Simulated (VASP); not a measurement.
Input of a VASP 6.6.1 run:

File POSCAR:

```
Al
1.0
    2.0562298750      2.0562298750      0.0000000000
   -2.0562298750      2.0562298750      0.0000000000
    0.0000000000      0.0000000000      3.8606586548
Al
2
Direct
    0.0000000000      0.0000000000      0.0000000000
    0.5000000000      0.5000000000      0.5000000000
```

File INCAR.step1:

```
PREC     = Accurate       # precision mode
ENCUT    = 520            # plane-wave cutoff, eV
ISMEAR   = 0              # smearing method
SIGMA    = 0.1            # smearing width, eV
LREAL    = F              # projectors in reciprocal space
LASPH    = T              # aspherical terms in the spheres
NELM     = 80             # most SCF steps
NBANDS   = 10             # bands
GGA      = PE             # functional
ALGO     = Normal         # electronic algorithm
EDIFF    = 1E-4           # SCF threshold, eV
LWAVE    = T              # write WAVECAR
LCHARG   = F              # write CHGCAR
```

The input INCAR.step2:

```
PREC     = Accurate       # precision mode
ENCUT    = 520            # plane-wave cutoff, eV
EDIFF    = 1E-7           # SCF threshold, eV
ISMEAR   = 0              # smearing method
SIGMA    = 0.1            # smearing width, eV
LREAL    = F              # projectors in reciprocal space
LASPH    = T              # aspherical terms in the spheres
NELM     = 80             # most SCF steps
ALGO     = Normal         # electronic algorithm
ISIF     = 2              # what is computed and relaxed
LWAVE    = F              # write WAVECAR
LCHARG   = F              # write CHGCAR
METAGGA  = R2SCAN         # meta-GGA
LMIXTAU  = T            
NBANDS   = 10             # bands
ISTART   = 1
```

Contents of KPOINTS:

```
regular mesh
0
Gamma
  18 18 14
```

Potentials or basis: VASP PAW PBE potentials, release 64 (Al).

Run with:

```sh
$ cat potpaw_PBE.64/Al/POTCAR > POTCAR
$ cp INCAR.step1 INCAR
$ mpirun -np 1 vasp_std > vasp.out
$ cp INCAR.step2 INCAR
$ mpirun -np 1 vasp_std > vasp.out
```

Q: Predict the pressure.

A: -2.1 GPa.

Q: Predict the band gap on the k mesh.

A: Zero (bands 3 and 4 overlap by 12.01 eV).

Stress tensor (GPa, compression positive):
```
-3.05  0.00  0.00
 0.00 -3.05  0.00
 0.00  0.00 -0.31
```

Caveat: the cell differs from its parent crystal (biaxial strain in the a-b plane: +3.0 %, then relaxed in part); the PAW data sets were made with another functional, which shifts forces and pressure a little.
